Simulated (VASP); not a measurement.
# TiAl6N8 (a cell with a defect) in VASP: further runs

The runs below take TiAl6N8 (a cell with a defect) through single point, with PBE+D3(BJ).

All numbers are computed with VASP 6.6.1; they aren't measurements. Logs are shortened: lines on timing, memory, paths and dates and some standing lists are left out, and cuts for length are marked.

### Step 1. The cell of the first run

The cell holds a defect, 15 atoms: a = 6.162 Å, b = 5.336 Å, c = 5.031 Å, α = 90.00°, β = 90.00°, γ = 90.00°.

### Step 2. Single point, PBE+D3(BJ), collinear spin

INCAR

```
SYSTEM = TiAl6N8
  PREC = Accurate
  ENCUT = 520
  EDIFF = 1E-6
  ISMEAR = 0
  SIGMA = 0.05
  LREAL = Auto
  LASPH = .TRUE.
  NELM = 150
  ALGO = Normal
  ISIF = 2
  LWAVE = .FALSE.
  LCHARG = .TRUE.
  ISPIN = 2
  MAGMOM = 0 0 0 0 0 0 0 0 0 0 0 0 0 0 1
  LORBIT = 11
  LMAXMIX = 4
  GGA = PE
  IVDW = 12
  LELF = .TRUE.
  LVHAR = .TRUE.
  NBANDS = 52
  NELECT = 71.0
```

KPOINTS

```
regular mesh
0
G
  2 2 2
  0 0 0
```

POSCAR

```
TiAl6N8
1.0
   -3.0810000000     -5.3364490000      0.0000000000
    4.6215000000     -2.6682240000      0.0000000000
    0.0000000000      0.0000000000      5.0310000000
Al N Ti
6 8 1
Direct
    0.5017607106      0.3420402205      0.0070382445
    0.5013397513      0.6704729041      0.5078561739
    0.2452691282      0.8287897239     -0.0026647230
   -0.0065678039      0.6655459477      0.5076662927
    0.7501235774      0.8323211418      0.0010190922
    0.7492838079      0.1642193923      0.5070646628
    0.5038506795      0.3421260001      0.3787708734
    0.4978271083      0.6637329888      0.8805828033
    0.2490221825      0.8228182623      0.3744812912
    0.2778042339      0.1541253664      0.8748422656
   -0.0045532071      0.3328257111      0.4160855631
   -0.0031169275      0.7054737077      0.8663955359
    0.7453391263      0.8339122767      0.3759488348
    0.7149432701      0.1499351068      0.8697172563
    0.2453918625      0.1671279500      0.5059448332
```

Potentials or basis: VASP PAW PBE potentials, release 64 (Al, N, Ti_sv).

Launch:

```bash
cat potpaw_PBE.64/Al/POTCAR potpaw_PBE.64/N/POTCAR potpaw_PBE.64/Ti_sv/POTCAR > POTCAR
mpirun -np 1 vasp_std > vasp.out
```

OUTCAR:

```text
SYSTEM = TiAl6N8
   PREC = Accurate
   ENCUT = 520
   EDIFF = 1E-6
   ISMEAR = 0
   LREAL = Auto
   LASPH = .TRUE.
   NELM = 150
   ISIF = 2
   ISPIN = 2
   LORBIT = 11
   GGA = PE
   IVDW = 12
   NELECT = 71.0
 IVDW          = 12

 ion  position               nearest neighbor table
   1  0.502  0.342  0.007-  14 1.80   8 1.83  10 1.83   7 1.87   5 3.03   3 3.04   2 3.06   2 3.07
                             6 3.09   6 3.09  15 3.11  15 3.12   5 3.12   3 3.16
   2  0.501  0.670  0.508-  13 1.86   7 1.87   8 1.88   9 1.88   4 3.03   5 3.04   3 3.04   6 3.05
                             1 3.06   1 3.07  15 3.08   5 3.10   6 3.10  15 3.11   4 3.13   3 3.13
   3  0.245  0.829  0.997-  12 1.79  10 1.85   8 1.88   9 1.90   4 3.04   1 3.04   2 3.04   5 3.05
                            15 3.06   5 3.11   4 3.12   2 3.13  15 3.13   1 3.16
   4  0.993  0.666  0.508-  12 1.82  11 1.83  13 1.89   9 1.91   2 3.03   5 3.03   3 3.04   6 3.06
                             6 3.07  15 3.08   5 3.09  15 3.09   3 3.12   2 3.13
   5  0.750  0.832  0.001-  12 1.80  14 1.83  13 1.89   8 1.90   1 3.03   4 3.03   2 3.04   3 3.05
                             6 3.05   4 3.09   2 3.10   6 3.10   3 3.11   1 3.12
   6  0.749  0.164  0.507-  11 1.82  14 1.84  13 1.88   7 1.90   2 3.05   5 3.05   4 3.06  15 3.06
                             4 3.07   1 3.09   1 3.09   5 3.10   2 3.10  15 3.11
   7  0.504  0.342  0.379-   2 1.87   1 1.87   6 1.90  15 1.95
   8  0.498  0.664  0.881-   1 1.83   2 1.88   3 1.88   5 1.90
   9  0.249  0.823  0.374-   2 1.88   3 1.90   4 1.91  15 1.95
  10  0.278  0.154  0.875-   1 1.83   3 1.85  15 1.87
  11  0.995  0.333  0.416-   6 1.82  15 1.83   4 1.83
  12  0.997  0.705  0.866-   3 1.79   5 1.80   4 1.82
  13  0.745  0.834  0.376-   2 1.86   6 1.88   5 1.89   4 1.89
  14  0.715  0.150  0.870-   1 1.80   5 1.83   6 1.84
  15  0.245  0.167  0.506-  11 1.83  10 1.87   9 1.95   7 1.95   6 3.06   3 3.06   4 3.08   2 3.08
                             4 3.09   6 3.11   1 3.11   2 3.11   1 3.12   3 3.13

  LATTYP: Found a simple orthorhombic cell.
 ALAT       =     5.0310000000
 B/A-ratio  =     1.0607132585
 C/A-ratio  =     1.2248062811

  Lattice vectors:

 A1 = (   0.0000000000,   0.0000000000,  -5.0310000000)
 A2 = (   4.6215000000,  -2.6682240000,   0.0000000000)
 A3 = (  -3.0810000000,  -5.3364490000,   0.0000000000)

Analysis of symmetry for initial positions (statically):
=====================================================================
 Subroutine PRICEL returns:
 Original cell was already a primitive cell.

 Routine SETGRP: Setting up the symmetry group for a
 simple orthorhombic supercell.

 Subroutine GETGRP returns: Found  1 space group operations
 (whereof  1 operations were pure point group operations)
 out of a pool of  8 trial point group operations.

The static configuration has the point symmetry C_1 .

Analysis of symmetry for dynamics (positions and initial velocities):
=====================================================================
 Subroutine PRICEL returns:
 Original cell was already a primitive cell.

 Routine SETGRP: Setting up the symmetry group for a
 simple orthorhombic supercell.

 Subroutine GETGRP returns: Found  1 space group operations
 (whereof  1 operations were pure point group operations)
 out of a pool of  8 trial point group operations.

The dynamic configuration has the point symmetry C_1 .

Analysis of structural, dynamic, and magnetic symmetry:
=====================================================================
 Subroutine PRICEL returns:
 Original cell was already a primitive cell.

 Routine SETGRP: Setting up the symmetry group for a
 simple orthorhombic supercell.

 Subroutine GETGRP returns: Found  1 space group operations
 (whereof  1 operations were pure point group operations)
 out of a pool of  8 trial point group operations.

The overall configuration has the point symmetry C_1 .

 Subroutine INISYM returns: Found  1 space group operations
 (whereof  1 operations are pure point group operations),
 and found     1 'primitive' translations

----------------------------------------------------------------------------------------

                                     Primitive cell

  volume of cell :     165.4354

  direct lattice vectors                    reciprocal lattice vectors
[... 108 lines left out ...]
   NUPDOWN=      -1.0000    fix difference up-down
   EMIN   =  10.00;   EMAX   =-10.00  energy-range for DOS
   EFERMI =   0.00;   METHOD = LEGACY
   ISMEAR =     0;   SIGMA  =   0.05  broadening in eV -4-tet -1-fermi 0-gaus
   EFERMI_NEDOS =   21; number of points for ismear=-14 and -15
   IALGO  =     38    algorithm
   IMIX   =      4    mixing-type and parameters
     AMIX     =   0.40;   BMIX     =  1.00
     AMIX_MAG =   1.60;   BMIX_MAG =  1.00
  volume/ion in A,a.u.               =      11.03        74.43
  Fermi-wavevector in a.u.,A,eV,Ry     =   1.234861  2.333549 20.747283  1.524882
  Thomas-Fermi vector in A             =   2.369534
   LORBIT       =     11    0 simple, 1 ext, 2 COOP (PROOUT), +10 PAW based schemes
   GGA     = PE    functional components
   LHFCALC =     F    Hartree Fock is set to
   AEXX    =    0.0000 exact exchange contribution
   IVDW    =    12    specifies the selected vdW correction
   LEPSILON=     F    determine dielectric tensor
   LRPA    =     F    only Hartree local field effects (RPA)
 spin polarized calculation
 Gauss-broadening in eV      SIGMA  =   0.05
  energy-cutoff  :      520.00
  volume of cell :      165.44
 maximum number of plane-waves:      4500
 NGX is ok and might be reduce to    48
   NGX = 23   NGY = 19   NGZ = 19

 number of electron      71.0000000 magnetization       0.7506037

 Free energy of the ion-electron system (eV)
  ---------------------------------------------------
  ext. energy  EPLUGINS =         0.00000000
  ---------------------------------------------------
  free energy    TOTEN  =      -105.89921793 eV

  energy without entropy =     -105.89915412  energy(sigma->0) =     -105.89918602

 E-fermi :   6.1294     XC(G=0): -10.7504

 val. band max:        6.0278662783   @ k =   0.5000   0.5000   0.5000
 cond. band min:       6.2297274880   @ k =   0.5000   0.0000   0.5000
 fundamental gap:      0.2018612097
 Fermi energy:         6.1293711555

 spin component 1

 k-point     1 :       0.0000    0.0000    0.0000
  band No.  band energies     occupation
      1     -50.2977      1.00000
      2     -26.7293      1.00000
      3     -26.6125      1.00000
      4     -26.5998      1.00000
      5      -9.9263      1.00000
      6      -8.1710      1.00000
[... 389 lines left out ...]
     46      12.7602      0.00000
     47      13.2235      0.00000
 Fermi energy:         6.1293711555

 spin component 2

 k-point     1 :       0.0000    0.0000    0.0000
  band No.  band energies     occupation
      1     -50.2917      1.00000
      2     -26.7284      1.00000
      3     -26.6058      1.00000
      4     -26.5874      1.00000
      5      -9.8696      1.00000
      6      -8.1256      1.00000
[... 389 lines left out ...]
     46      12.8047      0.00000
     47      13.2410      0.00000
 [bands above 47 left out]

------------------------ aborting loop because EDIFF is reached ----------------------------------------

 Edisp (eV)   -3.86205

 E8    (eV) :    -1.5071

  FORCE on cell =-STRESS in cart. coord.  units (eV):
  Direction    XX          YY          ZZ          XY          YZ          ZX
  --------------------------------------------------------------------------------------
  -------------------------------------------------------------------------------------
  Total      21.10650    19.63746    14.05059    -1.44819    -0.03107     0.29268
  in kB     204.40830   190.18118   136.07448   -14.02514    -0.30087     2.83445
  external pressure =      176.89 kB  Pullay stress =        0.00 kB

 VOLUME and BASIS-vectors are now :
 -----------------------------------------------------------------------------
  energy-cutoff  :      520.00
  volume of cell :      165.44
      direct lattice vectors                 reciprocal lattice vectors
    -3.081000000 -5.336449000  0.000000000    -0.081142475 -0.140542903  0.000000000
     4.621500000 -2.668224000  0.000000000     0.162284980 -0.093695269  0.000000000
     0.000000000  0.000000000  5.031000000     0.000000000  0.000000000  0.198767641

 POSITION                                       TOTAL-FORCE (eV/Angst)
 -----------------------------------------------------------------------------------
      0.03481     -3.59026      0.03541         0.020967     -0.001934      0.009371
      1.55396     -4.46435      2.55502         0.010055     -0.018251     -0.020416
      3.07458     -3.52026      5.01759         0.007040      0.001977     -0.002938
      0.01506     -7.07723      2.55407         0.010285      0.007886     -0.009346
      1.53544     -6.22382      0.00513        -0.002741     -0.006102     -0.000068
     -1.54960     -4.43669      2.55104         0.006133      0.018804      0.001525
      0.02877     -3.60164      1.90560         0.006338     -0.010020     -0.007701
      1.53364     -4.42762      4.43021         0.004809     -0.001936      0.005976
      3.03542     -3.52436      1.88402        -0.015250      0.012838     -0.007755
     -0.14362     -1.89373      4.40133        -0.020541     -0.001950      0.018529
     -1.52882     -6.20020      2.09333         0.012927      0.005674     -0.000235
      0.18895     -7.20218      4.35884         0.002237     -0.004075      0.003753
      1.55754     -6.20253      1.89140        -0.005973      0.003494     -0.003209
     -1.50982     -4.21532      4.37555        -0.004000      0.011596      0.004280
      0.01633     -1.75546      2.54541        -0.032287     -0.018000      0.008232
 -----------------------------------------------------------------------------------
    total drift:                                0.006357      0.002196      0.021685

  FREE ENERGIE OF THE ION-ELECTRON SYSTEM (eV)
  ---------------------------------------------------
  free  energy   TOTEN  =      -109.7612630142 eV

  energy  without entropy=     -109.7611992065  energy(sigma->0) =     -109.76123111

 total charge

# of ion       s       p       d       tot
------------------------------------------
    1        0.391   0.496   0.000   0.886
    2        0.379   0.468   0.000   0.847
    3        0.382   0.476   0.000   0.857
    4        0.377   0.471   0.000   0.848
    5        0.384   0.483   0.000   0.868
    6        0.380   0.473   0.000   0.853
    7        1.239   2.654   0.000   3.893
    8        1.228   2.686   0.000   3.914
    9        1.237   2.642   0.000   3.879
   10        1.267   2.548   0.000   3.815
   11        1.260   2.584   0.000   3.844
   12        1.239   2.630   0.000   3.869
   13        1.226   2.673   0.000   3.899
   14        1.256   2.567   0.000   3.823
   15        2.289   6.282   2.082  10.653
--------------------------------------------------
tot         14.535  30.132   2.082  46.748

 magnetization (x)

# of ion       s       p       d       tot
------------------------------------------
    1       -0.002  -0.002   0.000  -0.004
    2       -0.000   0.000   0.000   0.000
    3       -0.000  -0.000   0.000  -0.000
    4        0.000   0.000   0.000   0.000
    5       -0.001  -0.002   0.000  -0.003
    6       -0.001  -0.001   0.000  -0.002
    7       -0.000   0.001   0.000   0.001
    8       -0.000   0.005   0.000   0.005
    9        0.000   0.001   0.000   0.001
   10        0.004   0.152   0.000   0.156
   11        0.000   0.010   0.000   0.010
   12        0.001   0.038   0.000   0.039
   13       -0.000   0.001   0.000   0.001
   14        0.010   0.299   0.000   0.309
   15       -0.000   0.001   0.006   0.007
--------------------------------------------------
tot          0.010   0.504   0.006   0.520
```

It took 5.7 min on 1 thread of Intel Xeon Platinum 8375C at 2.90GHz (Ice Lake), shared host; peak memory 0.38 GiB.

Results:

```
Free energy                                           : -109.7613 eV
Largest force                                         : 0.038 eV/Å
Net moment                                            : 0.75 μB per cell
Site moments                                          : Al -0.00, +0.00 (each value once); N +0.00, +0.01, +0.16, +0.04, +0.31 (each value once); Ti +0.01 μB
Valence electrons inside the program's atomic spheres : Al 0.89, 0.85, 0.86, 0.87 (each value once); N 3.89, 3.91, 3.88, 3.81, 3.84, 3.87, 3.90, 3.82; Ti 10.65
Dispersion energy per atom                            : -0.257 eV
```

Forces on the atoms (eV/Å):
```
Al   0.021 -0.002  0.009
Al   0.010 -0.018 -0.020
Al   0.007  0.002 -0.003
Al   0.010  0.008 -0.009
Al  -0.003 -0.006  0.000
Al   0.006  0.019  0.002
N    0.006 -0.010 -0.008
N    0.005 -0.002  0.006
N   -0.015  0.013 -0.008
N   -0.021 -0.002  0.019
N    0.013  0.006  0.000
N    0.002 -0.004  0.004
N   -0.006  0.003 -0.003
N   -0.004  0.012  0.004
Ti  -0.032 -0.018  0.008
```

Caveat: the k points lie up to 0.62 Å⁻¹ apart; the cell carries a net charge on a neutralising background, which shifts energy and pressure; the cell is charged against a uniform background, so pressure and absolute levels hang on convention; a moment this small can come from the mesh or the smearing.

### Step 3. Single point, PBE+D3(BJ), collinear spin

INCAR

```
SYSTEM = TiAl6N8
PREC = Accurate
ENCUT = 520
EDIFF = 1E-7
ISMEAR = 0
SIGMA = 0.05
LREAL = Auto
LASPH = .True.
NELM = 150
ALGO = Normal
ISIF = 2
LWAVE = .False.
LCHARG = .False.
ISPIN = 2
MAGMOM = 0 0 0 0 0 0 0 0 0 0 0 0 0 0 1
LORBIT = 11
LMAXMIX = 4
GGA = PE
IVDW = 12
NELECT = 71.0
NBANDS = 52
```

KPOINTS

```
Automatic mesh
0
Gamma
  2 2 2
  0 0 0
```

POSCAR

```
TiAl6N8
1.0
   -3.0810000000     -5.3364490000      0.0000000000
    4.6215000000     -2.6682240000      0.0000000000
    0.0000000000      0.0000000000      5.0310000000
Al N Ti
6 8 1
Direct
    0.4987124669      0.3362467047      0.0060593099
    0.4977017812      0.6681696282      0.4999076623
    0.2545940725      0.8350773377      0.0067342176
    0.0028104510      0.6719201155      0.4963160966
    0.7465435351      0.8297971430      0.0065123735
    0.7461262771      0.1580816148      0.5059676565
    0.5331466758      0.3506128893      0.3687420553
    0.5024734821      0.6666252309      0.8748644660
    0.2510933574      0.7955518794      0.3656088727
    0.2520684515      0.1680514626      0.9158900218
   -0.0304401151      0.3468743541      0.3738847452
   -0.0009566149      0.6778615651      0.8735044108
    0.7500875736      0.8367191994      0.3793921683
    0.7439015125      0.1581604074      0.8776882135
    0.0021370232      0.3335837278      0.0049277298
```

Potentials or basis: VASP PAW PBE potentials, release 64 (Al, N, Ti_sv).

Launch:

```bash
cat potpaw_PBE.64/Al/POTCAR potpaw_PBE.64/N/POTCAR potpaw_PBE.64/Ti_sv/POTCAR > POTCAR
mpirun -np 1 vasp_std > vasp.out
```

It took 5.9 min on 1 thread of Intel Xeon Platinum 8375C at 2.90GHz (Ice Lake), shared host; peak memory 0.37 GiB.

The run converged. Its results:

```
Free energy                                           : -109.7613 eV
Largest force                                         : 0.053 eV/Å
Net moment                                            : 0.75 μB per cell
Site moments                                          : Al -0.00, +0.00 (each value once); N +0.31, +0.00, +0.04, +0.01, +0.16 (each value once); Ti +0.01 μB
Valence electrons inside the program's atomic spheres : Al 0.85, 0.87, 0.86, 0.89 (each value once); N 3.82, 3.90, 3.87, 3.84, 3.88, 3.91, 3.89 (each value once); Ti 10.65
Dispersion energy per atom                            : -0.257 eV
```

Forces in eV/Å, atoms in the order of the input:
```
Al   0.009 -0.001  0.005
Al   0.002 -0.007  0.001
Al   0.004  0.000  0.003
Al   0.006  0.005  0.000
Al   0.000  0.004  0.005
Al   0.010 -0.011  0.010
N    0.004  0.000 -0.002
N   -0.006 -0.002 -0.003
N   -0.011  0.006 -0.006
N   -0.044 -0.024 -0.018
N   -0.006 -0.002  0.011
N    0.015 -0.007 -0.015
N   -0.014  0.005  0.003
N   -0.001  0.009 -0.012
Ti   0.031  0.026  0.018
```

Levels at points of the mesh, in eV from the Fermi level:
Spin up:
```
           k point  band 33  band 34  band 35  band 36  band 37  band 38  band 39  band 40
(0.00, 0.00, 0.00)    -1.30    -1.09    -0.43    -0.39     2.68     3.00     3.24     3.63
(0.50, 0.00, 0.00)    -1.32    -1.14    -0.88    -0.29     2.73     2.86     3.37     3.55
(0.00, 0.50, 0.00)    -1.42    -1.21    -0.52    -0.39     2.58     2.71     3.42     3.79
(0.50, 0.50, 0.00)    -1.50    -1.29    -1.09    -0.13     2.61     2.89     3.38     3.78
(0.00, 0.00, 0.50)    -1.66    -0.67    -0.49    -0.33     2.69     3.04     3.23     3.87
(0.50, 0.00, 0.50)    -1.69    -1.29    -0.63     0.10     2.75     2.91     3.44     3.50
(0.00, 0.50, 0.50)    -1.69    -1.10    -0.52    -0.33     2.71     2.89     3.36     3.66
(0.50, 0.50, 0.50)    -1.71    -1.65    -0.30    -0.18     2.72     2.87     3.20     3.60
```
Spin down:
| k point | band 31 | band 32 | band 33 | band 34 | band 35 | band 36 | band 37 | band 38 | band 39 | band 40 |
| --- | --- | --- | --- | --- | --- | --- | --- | --- | --- | --- |
| (0.00, 0.00, 0.00) | -1.81 | -1.31 | -1.09 | -1.03 | -0.27 | 0.47 | 2.69 | 3.04 | 3.25 | 3.67 |
| (0.50, 0.00, 0.00) | -1.89 | -1.63 | -1.14 | -0.83 | -0.29 | -0.13 | 2.75 | 2.89 | 3.39 | 3.57 |
| (0.00, 0.50, 0.00) | -1.63 | -1.57 | -1.37 | -1.18 | -0.29 | 0.49 | 2.61 | 2.73 | 3.44 | 3.82 |
| (0.50, 0.50, 0.00) | -1.87 | -1.64 | -1.36 | -1.03 | -0.86 | 0.41 | 2.65 | 2.91 | 3.42 | 3.81 |
| (0.00, 0.00, 0.50) | -1.80 | -1.69 | -1.54 | -0.43 | -0.22 | 0.39 | 2.70 | 3.07 | 3.26 | 3.91 |
| (0.50, 0.00, 0.50) | -1.80 | -1.68 | -1.59 | -0.96 | -0.38 | 0.57 | 2.76 | 2.94 | 3.45 | 3.54 |
| (0.00, 0.50, 0.50) | -1.90 | -1.77 | -1.62 | -0.78 | -0.27 | 0.41 | 2.72 | 2.93 | 3.37 | 3.72 |
| (0.50, 0.50, 0.50) | -1.98 | -1.71 | -1.65 | -1.38 | -0.10 | 0.43 | 2.74 | 2.88 | 3.25 | 3.64 |

Caveat: the k points lie up to 0.62 Å⁻¹ apart; the cell carries a net charge on a neutralising background, which shifts energy and pressure; the cell is charged against a uniform background, so pressure and absolute levels hang on convention; a moment this small can come from the mesh or the smearing.
